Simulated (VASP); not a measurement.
## Y2Si3O: single point with PBE

Y2Si3O:

```
Y Si O
1.0
     3.96294    0.00000    0.00000
     0.00000    6.86402    0.00000
     0.00000    0.00000    7.85735
Y Si O
4 6 2
Direct
  0.00000 0.33333 0.24712
  0.50000 0.83333 0.24712
  0.00000 0.33333 0.75288
  0.50000 0.83333 0.75288
  0.50000 0.16667 0.50000
  0.00000 0.66667 0.50000
  0.50000 0.50000 0.00000
  0.00000 0.00000 0.00000
  0.50000 0.50000 0.50000
  0.00000 0.00000 0.50000
  0.50000 0.16667 0.00000
  0.00000 0.66667 0.00000
```

```
Program             : VASP 6.6.1
Task                : single point
Functional          : PBE
Potentials or basis : VASP PAW PBE potentials, release 64 (Y_sv, Si, O)
Cutoff              : 600 eV
k mesh              : 6 × 4 × 4
Occupations         : gaussian, width 0.2 eV
Spin                : no spin polarisation
```

| Quantity | Value |
| --- | --- |
| Pressure | 0.0 GPa |
| Largest force | 0.083 eV/Å |
| Band gap on the k mesh | zero (bands 40 and 41 overlap by 0.37 eV) |

Forces in eV/Å, atoms in the order of the input:
```
Y    0.000  0.039  0.019
Y    0.000  0.039  0.019
Y    0.000  0.039 -0.019
Y    0.000  0.039 -0.019
Si   0.000  0.046  0.000
Si   0.000  0.046  0.000
Si   0.000 -0.017  0.000
Si   0.000 -0.017  0.000
Si   0.000 -0.083  0.000
Si   0.000 -0.083  0.000
O    0.000 -0.024  0.000
O    0.000 -0.024  0.000
```

Stress tensor (GPa, compression positive):
```
-0.19  0.00  0.00
 0.00  0.30  0.00
 0.00  0.00 -0.26
```

Levels at points of the mesh, in eV from the Fermi level:
```tsv
k point	band 37	band 38	band 39	band 40	band 41	band 42	band 43	band 44
(0.00, 0.00, 0.00)	-1.16	-0.77	-0.77	-0.08	0.07	0.34	0.43	0.92
(0.50, 0.00, 0.00)	-0.71	-0.71	-0.46	-0.46	0.37	0.37	1.66	1.66
(0.00, 0.50, 0.00)	-1.48	-1.48	0.03	0.03	0.74	0.74	0.81	0.81
(0.50, 0.50, 0.00)	-1.53	-1.53	0.07	0.07	0.34	0.34	1.84	1.84
(0.00, 0.00, 0.50)	-1.10	-0.99	-0.34	-0.33	-0.05	-0.05	-0.03	0.68
(0.50, 0.00, 0.50)	-1.48	-1.48	-0.22	-0.22	0.84	0.84	1.39	1.39
(0.00, 0.50, 0.50)	-0.88	-0.88	-0.64	-0.64	0.37	0.37	0.68	0.68
(0.50, 0.50, 0.50)	-2.23	-2.23	-0.98	-0.98	0.68	0.68	1.45	1.45
```

Wall time 7.2 min on 1 thread of Oxide Virtual Turin-like Processor (shared host), peak memory 0.57 GiB.
